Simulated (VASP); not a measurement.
Wanted: the native input for a VASP 6.6.1 run.

```
Task                   : single point
Functional             : PBE
Dispersion             : D3(BJ)
Potentials or basis    : VASP PAW PBE potentials, release 64 (Pd)
Cutoff                 : 520 eV
k mesh                 : 12 × 12 × 12
Occupations            : fermi-dirac, width 0.05 eV
Spin                   : no spin polarisation
Dipole correction      : no
Further INCAR settings : ALGO = Fast; EDIFF = 1e-06; NBANDS = 11
```

The structure of Pd lies in POSCAR:

```
Pd
1.0
    0.0000000000      1.9443985579      1.9443985579
    1.9443985579      0.0000000000      1.9443985579
    1.9443985579      1.9443985579      0.0000000000
Pd
1
Direct
    0.0000000000      0.0000000000      0.0000000000
```

The input as run:

INCAR

```
SYSTEM = Pd
PREC     = Accurate       ! precision mode
ENCUT    = 520            ! plane-wave cutoff, eV
EDIFF    = 1E-6           ! SCF threshold, eV
ISMEAR   = -1             ! smearing method
SIGMA    = 0.05           ! smearing width, eV
LREAL    = .FALSE.        ! projectors in reciprocal space
LASPH    = .TRUE.         ! aspherical terms in the spheres
NELM     = 80             ! most SCF steps
ALGO     = Fast           ! electronic algorithm
ISIF     = 2              ! what is computed and relaxed
LWAVE    = .FALSE.        ! write WAVECAR
LCHARG   = .TRUE.         ! write CHGCAR
GGA      = PE             ! functional
IVDW     = 12             ! dispersion correction
LELF     = .TRUE.         ! ELF
LVHAR    = .TRUE.       
NBANDS   = 11             ! bands
```

KPOINTS

```
Automatic mesh
0
G
  12 12 12
  0 0 0
```

Potentials or basis: VASP PAW PBE potentials, release 64 (Pd).

Command:

```bash
$ cat potpaw_PBE.64/Pd/POTCAR > POTCAR
$ mpirun -np 1 vasp_std > vasp.out
```

Results of the run:

```yaml
Pressure: -0.2 GPa
Band_gap_on_the_k_mesh: zero (band 5 reaches 10.12 eV, above the bottom of band 6 at 8.53 eV)
Dispersion_energy_per_atom: -0.670 eV
```

Caveat: pairwise dispersion overbinds metals, which lowers pressure and volume.

It took 18 s on 1 thread of Intel Xeon 8259CL, with other jobs on the host, peak memory 0.14 GiB.
